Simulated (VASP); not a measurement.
Crystal: HfC.

```xyz
4
Lattice="3.3429 0.0000 0.0000 -1.6714 2.8950 0.0000 0.0000 0.0000 5.2027" Properties=species:S:1:pos:R:3 pbc="T T T"
Hf    1.6714    0.9650    3.9020
Hf    0.0000    1.9300    1.3007
C     0.0000    0.0000    0.0000
C     0.0000    0.0000    2.6014
```

Base run:

* Program: VASP 6.6.1
* Functional: PBEsol
* Potentials or basis: VASP PAW PBE potentials, release 64 (Hf_pv, C)
* Cutoff: 520 eV
* k mesh: 9 × 9 × 5
* Occupations: methfessel-paxton, width 0.1 eV
* Spin: no spin polarisation

Its results: band gap on the k mesh zero (band 14 reaches 7.25 eV, above the bottom of band 15 at 6.19 eV); pressure -7.9 GPa.

Q: The run is repeated on the same cell with these changes: functional from PBEsol to BLYP. What comes out?

A: Band gap on the k mesh zero (band 14 reaches 8.01 eV, above the bottom of band 15 at 6.83 eV); pressure 6.7 GPa.

BLYP binds less tightly than PBEsol, so the same cell stands under more pressure.

Caveats: the PAW data sets were made with another functional, which shifts forces and pressure a little; spin-orbit coupling is left out, which moves the levels of the heavy elements.
